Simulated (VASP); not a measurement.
# Os2Rh (Fd-3m) in VASP: relaxation of cell and atoms with PBE

Aim: the relaxation of cell and atoms of Os2Rh with PBE.

Everything below comes from runs of VASP 6.6.1. Logs are shortened: lines on timing, memory, paths and dates and some standing lists are left out, and cuts for length are marked.

### 1 The cell of the first run

It takes space group Fd-3m (No. 227, cubic). The conventional cell has a = 7.188 Å, b = 7.188 Å, c = 7.188 Å, α = 90.00°, β = 90.00°, γ = 90.00°. Os (site symmetry -3m) has 6 Os at 2.54 Å and 6 Rh at 2.98 Å within 3.4 Å. Rh (site symmetry -43m) has 12 Os at 2.98 Å and 4 Rh at 3.11 Å within 3.9 Å.

### 2 Relaxation of cell and atoms, PBE

File INCAR:

```
PREC = Accurate ; ENCUT = 600
EDIFF = 1E-6 ; ISMEAR = 0
SIGMA = 0.1 ; LREAL = F
LASPH = T ; NELM = 60
ALGO = Fast ; ISIF = 3
LWAVE = F ; LCHARG = F
GGA = PE ; IBRION = 2
NSW = 100 ; EDIFFG = -0.01
```

File KPOINTS:

```
Automatic mesh
0
Gamma
  10 10 10
```

File POSCAR:

```
Os2Rh
1.0
    0.0000000000      3.5941311570      3.5941311570
    3.5941311570      0.0000000000      3.5941311570
    3.5941311570      3.5941311570      0.0000000000
Os Rh
4 2
Direct
    0.1250000000      0.1250000000      0.1250000000
    0.6250000000      0.1250000000      0.1250000000
    0.1250000000      0.1250000000      0.6250000000
    0.1250000000      0.6250000000      0.1250000000
    0.5000000000      0.5000000000      0.5000000000
    0.7500000000      0.7500000000      0.7500000000
```

Potentials or basis: VASP PAW PBE potentials, release 64 (Os, Rh_pv).

On the command line:

```bash
cat potpaw_PBE.64/Os/POTCAR potpaw_PBE.64/Rh_pv/POTCAR > POTCAR
mpirun -np 1 vasp_std > vasp.out
```

OUTCAR:

```text
PREC = Accurate
   ENCUT = 600
   EDIFF = 1E-6
   ISMEAR = 0
   LREAL = F
   LASPH = T
   NELM = 60
   ISIF = 3
   GGA = PE
   IBRION = 2
   NSW = 100
   EDIFFG = -0.01

 ion  position               nearest neighbor table
   1  0.125  0.125  0.125-   2 2.54   3 2.54   4 2.54   3 2.54   4 2.54   2 2.54   6 2.98   5 2.98
                             6 2.98   5 2.98   6 2.98   5 2.98
   2  0.625  0.125  0.125-   1 2.54   3 2.54   4 2.54   1 2.54   3 2.54   4 2.54   5 2.98   6 2.98
                             5 2.98   5 2.98   6 2.98   6 2.98
   3  0.125  0.125  0.625-   1 2.54   1 2.54   2 2.54   4 2.54   4 2.54   2 2.54   6 2.98   5 2.98
                             6 2.98   5 2.98   6 2.98   5 2.98
   4  0.125  0.625  0.125-   1 2.54   3 2.54   1 2.54   2 2.54   3 2.54   2 2.54   5 2.98   6 2.98
                             5 2.98   6 2.98   6 2.98   5 2.98
   5  0.500  0.500  0.500-   1 2.98   3 2.98   4 2.98   1 2.98   2 2.98   3 2.98   1 2.98   2 2.98
                             4 2.98   2 2.98   3 2.98   4 2.98   6 3.11   6 3.11   6 3.11   6 3.11
   6  0.750  0.750  0.750-   2 2.98   3 2.98   4 2.98   1 2.98   2 2.98   4 2.98   1 2.98   2 2.98
                             3 2.98   1 2.98   3 2.98   4 2.98   5 3.11   5 3.11   5 3.11   5 3.11

  LATTYP: Found a face centered cubic cell.
 ALAT       =     7.1882623140

  Lattice vectors:

 A1 = (   0.0000000000,   3.5941311570,   3.5941311570)
 A2 = (   3.5941311570,   0.0000000000,   3.5941311570)
 A3 = (   3.5941311570,   3.5941311570,   0.0000000000)

Analysis of symmetry for initial positions (statically):
=====================================================================
 Subroutine PRICEL returns:
 Original cell was already a primitive cell.

 Routine SETGRP: Setting up the symmetry group for a
 face centered cubic supercell.

 Subroutine GETGRP returns: Found 48 space group operations
 (whereof 24 operations were pure point group operations)
 out of a pool of 48 trial point group operations.

The static configuration has the point symmetry T_d .
 The point group associated with its full space group is O_h .

Analysis of symmetry for dynamics (positions and initial velocities):
=====================================================================
 Subroutine PRICEL returns:
 Original cell was already a primitive cell.

 Routine SETGRP: Setting up the symmetry group for a
 face centered cubic supercell.

 Subroutine GETGRP returns: Found 48 space group operations
 (whereof 24 operations were pure point group operations)
 out of a pool of 48 trial point group operations.

The dynamic configuration has the point symmetry T_d .
 The point group associated with its full space group is O_h .

 Subroutine INISYM returns: Found 48 space group operations
 (whereof 24 operations are pure point group operations),
 and found     1 'primitive' translations

----------------------------------------------------------------------------------------

                                     Primitive cell

  volume of cell :      92.8564

  direct lattice vectors                    reciprocal lattice vectors
     0.000000000  3.594131157  3.594131157    -0.139115680  0.139115680  0.139115680
     3.594131157  0.000000000  3.594131157     0.139115680 -0.139115680  0.139115680
     3.594131157  3.594131157  0.000000000     0.139115680  0.139115680 -0.139115680

  length of vectors
     5.082869027  5.082869027  5.082869027     0.240955426  0.240955426  0.240955426

  position of ions in fractional coordinates (direct lattice)
     0.125000000  0.125000000  0.125000000
     0.625000000  0.125000000  0.125000000
     0.125000000  0.125000000  0.625000000
     0.125000000  0.625000000  0.125000000
     0.500000000  0.500000000  0.500000000
     0.750000000  0.750000000  0.750000000

  ion indices of the primitive-cell ions
   primitive index   ion index
                 1           1
                 2           2
                 3           3
                 4           4
                 5           5
                 6           6

----------------------------------------------------------------------------------------

 KPOINTS: Automatic mesh

Automatic generation of k-mesh.
 Grid dimensions read from file:
 generate k-points for:   10   10   10

 Generating k-lattice:

  Cartesian coordinates                     Fractional coordinates (reciprocal lattice)
    -0.013911568  0.013911568  0.013911568     0.100000000  0.000000000  0.000000000
     0.013911568 -0.013911568  0.013911568     0.000000000  0.100000000  0.000000000
     0.013911568  0.013911568 -0.013911568     0.000000000  0.000000000  0.100000000

  Length of vectors
     0.024095543  0.024095543  0.024095543

  Shift w.r.t. Gamma in fractional coordinates (k-lattice)
     0.000000000  0.000000000  0.000000000

 Subroutine IBZKPT returns following result:
 ===========================================

 Found     47 irreducible k-points:

 Following reciprocal coordinates:
            Coordinates               Weight
  0.000000  0.000000  0.000000      1.000000
  0.100000  0.000000  0.000000      8.000000
  0.200000  0.000000  0.000000      8.000000
  0.300000  0.000000  0.000000      8.000000
  0.400000  0.000000  0.000000      8.000000
  0.500000  0.000000  0.000000      4.000000
[... 16 lines left out ...]
  0.300000  0.300000  0.000000      6.000000
  0.400000  0.300000  0.000000     24.000000
 [... further k-points ...]
   k-points           NKPTS =     47   k-points in BZ     NKDIM =     47   number of bands    NBANDS=     37
   number of dos      NEDOS =    301   number of ions     NIONS =      6
   total plane-waves  NPLWV =  74088
   dimension x,y,z NGX =    42 NGY =   42 NGZ =   42
   dimension x,y,z NGXF=    84 NGYF=   84 NGZF=   84
   ions per type =               4   2
   NGX,Y,Z   is equivalent  to a cutoff of  13.74, 13.74, 13.74 a.u.
   NGXF,Y,Z  is equivalent  to a cutoff of  27.47, 27.47, 27.47 a.u.
 SYSTEM =  unknown system
   PREC   = accura    normal or accurate (medium, high low for compatibility)
   ISTART =      0    job   : 0-new  1-cont  2-samecut
   ICHARG =      2    charge: 1-file 2-atom 10-const
   ISPIN  =      1    spin polarized calculation?
   LNONCOLLINEAR =      F non collinear calculations
   LSORBIT =      F    spin-orbit coupling
   LASPH  =      T    aspherical Exc in radial PAW
   ENCUT  =  600.0 eV  44.10 Ry    6.64 a.u.  10.15 10.15 10.15*2*pi/ulx,y,z
   NELM   =     60;   NELMIN=  2; NELMDL= -5     # of ELM steps
   EDIFF  = 0.1E-05   stopping-criterion for ELM
   LREAL  =      F    real-space projection
   EDIFFG = -.1E-01   stopping-criterion for IOM
   NSW    =    100    number of steps for IOM
   IBRION =      2    ionic relax: 0-MD 1-quasi-New 2-CG
   NFREE  =      1    steps in history (QN), initial steepest desc. (CG)
   ISIF   =      3    stress and relaxation
   ISYM   =      2    0-nonsym 1-usesym 2-fastsym
   POTIM  = 0.5000    time-step for ionic-motion
   TEBEG  =    0.0;   TEEND  =   0.0 temperature during run
   PSTRESS=    0.0 pullay stress
   NELECT =      62.0000    total number of electrons
   NUPDOWN=      -1.0000    fix difference up-down
   EMIN   =  10.00;   EMAX   =-10.00  energy-range for DOS
   EFERMI =   0.00;   METHOD = LEGACY
   ISMEAR =     0;   SIGMA  =   0.10  broadening in eV -4-tet -1-fermi 0-gaus
   EFERMI_NEDOS =   21; number of points for ismear=-14 and -15
   IALGO  =     68    algorithm
   IMIX   =      4    mixing-type and parameters
     AMIX     =   0.40;   BMIX     =  1.00
     AMIX_MAG =   1.60;   BMIX_MAG =  1.00
  volume/ion in A,a.u.               =      15.48       104.44
  Fermi-wavevector in a.u.,A,eV,Ry     =   1.430874  2.703960 27.856584  2.047401
  Thomas-Fermi vector in A             =   2.550672
   LORBIT       =      0    0 simple, 1 ext, 2 COOP (PROOUT), +10 PAW based schemes
   GGA     = PE    functional components
   LHFCALC =     F    Hartree Fock is set to
   AEXX    =    0.0000 exact exchange contribution
   IVDW    =     0    specifies the selected vdW correction
   LEPSILON=     F    determine dielectric tensor
   LRPA    =     F    only Hartree local field effects (RPA)
 conjugate gradient relaxation of ions
 non-spin polarized calculation
 RMM-DIIS sequential band-by-band and
 Gauss-broadening in eV      SIGMA  =   0.10
  energy-cutoff  :      600.00
  volume of cell :       92.86
 maximum number of plane-waves:      3138
 NGX is ok and might be reduce to    42
   NGX = 21   NGY = 21   NGZ = 21

--------------------------------------- Ionic step        1  -------------------------------------------

 number of electron      61.9999999 magnetization

 Free energy of the ion-electron system (eV)
  ---------------------------------------------------
  ext. energy  EPLUGINS =         0.00000000
  ---------------------------------------------------
  free energy    TOTEN  =       -55.02212996 eV

  energy without entropy =      -54.96161463  energy(sigma->0) =      -54.99187230

------------------------ aborting loop because EDIFF is reached ----------------------------------------

  FORCE on cell =-STRESS in cart. coord.  units (eV):
  Direction    XX          YY          ZZ          XY          YZ          ZX
  --------------------------------------------------------------------------------------
  -------------------------------------------------------------------------------------
  Total        0.5103932      0.5103932      0.5103932     -0.0000000     -0.0000000     -0.0000000
  in kB        8.8065078      8.8065078      8.8065078     -0.0000000     -0.0000000     -0.0000000
  external PRESSURE =       8.8065078 kB  Pullay stress =       0.0000000 kB
[... 65 lines left out ...]
  energy  without entropy=      -54.9536771874  energy(sigma->0) =      -54.98461229

--------------------------------------- Ionic step        3  -------------------------------------------

 number of electron      62.0000000 magnetization

 Free energy of the ion-electron system (eV)
  ---------------------------------------------------
  ext. energy  EPLUGINS =         0.00000000
  ---------------------------------------------------
  free energy    TOTEN  =       -55.02285289 eV

  energy without entropy =      -54.96202699  energy(sigma->0) =      -54.99243994

 E-fermi :   8.8530     XC(G=0): -13.3184

 val. band max:        8.8504744326   @ k =  -0.1000   0.1000   0.0000
 cond. band min:       8.8533378077   @ k =   0.2000   0.0000   0.0000
 fundamental gap:      0.0028633751
 Fermi energy:         8.8529910892

 k-point     1 :       0.0000    0.0000    0.0000
  band No.  band energies     occupation
      1     -37.5215      2.00000
      2     -37.5215      2.00000
      3     -37.5215      2.00000
      4     -37.4777      2.00000
      5     -37.4777      2.00000
      6     -37.4777      2.00000
[... 949 lines left out ...]
     36       9.7610      0.00000
     37      10.0348      0.00000

 [... further k-points ...]

------------------------ aborting loop because EDIFF is reached ----------------------------------------

  FORCE on cell =-STRESS in cart. coord.  units (eV):
  Direction    XX          YY          ZZ          XY          YZ          ZX
  --------------------------------------------------------------------------------------
  -------------------------------------------------------------------------------------
  Total       -0.0388891     -0.0388891     -0.0388891      0.0000000      0.0000000     -0.0000000
  in kB       -0.6690305     -0.6690305     -0.6690305      0.0000000      0.0000000     -0.0000000
  external PRESSURE =      -0.6690305 kB  Pullay stress =       0.0000000 kB
[... 21 lines left out ...]
  FREE ENERGIE OF THE ION-ELECTRON SYSTEM (eV)
  ---------------------------------------------------
  free  energy   TOTEN  =       -55.0228528917 eV

  energy  without entropy=      -54.9620269894  energy(sigma->0) =      -54.99243994

 reached required accuracy - stopping structural energy minimisation
```

Wall time 7.6 min (1 thread of Intel Xeon 6975P-C (Granite Rapids), shared host); peak memory 0.38 GiB.

Results:

```
Free energy                           : -55.0229 eV
Relaxed volume                        : 15.52 Å³/atom
Relaxed cell                          : a = 5.088 Å, b = 5.088 Å, c = 5.088 Å, α = 60.00°, β = 60.00°, γ = 60.00°
Space group after relaxing (to 0.1 Å) : Fd-3m (No. 227)
Energy gained by relaxing             : 0.1 meV/atom
Ionic steps                           : 3
Pressure after relaxing               : -0.1 GPa
Band gap on the k mesh                : zero (bands 31 and 32 overlap by 1.07 eV)
```

The path:
```csv
step,energy change (eV),largest force (eV/Å),pressure (GPa),volume (Å³)
1,0.0000,0.0000,0.88,92.86
2,0.0066,0.0000,-2.64,94.00
3,-0.0007,0.0000,-0.07,93.13
```

Final structure:
```xyz
6
Lattice="0.0000 3.5977 3.5977 3.5977 0.0000 3.5977 3.5977 3.5977 0.0000" Properties=species:S:1:pos:R:3 pbc="T T T"
Os    0.8994    0.8994    0.8994
Os    0.8994    2.6983    2.6983
Os    2.6983    2.6983    0.8994
Os    2.6983    0.8994    2.6983
Rh    3.5977    3.5977    3.5977
Rh    5.3965    5.3965    5.3965
```

Levels at points of the mesh, in eV from the Fermi level:
```csv
k point,band 27,band 28,band 29,band 30,band 31,band 32,band 33,band 34,band 35,band 36
"(0.00, 0.00, 0.00)",-0.01,-0.01,-0.01,0.61,0.61,0.61,1.20,1.20,1.48,3.52
"(0.50, 0.00, 0.00)",-1.35,-1.04,-1.04,-0.65,-0.18,0.24,0.24,0.38,0.38,1.03
"(0.50, 0.50, 0.00)",-0.90,-0.90,-0.73,-0.73,-0.43,-0.43,-0.35,-0.35,0.38,0.38
```

Caveat: spin-orbit coupling is left out, which moves the levels of the heavy elements.
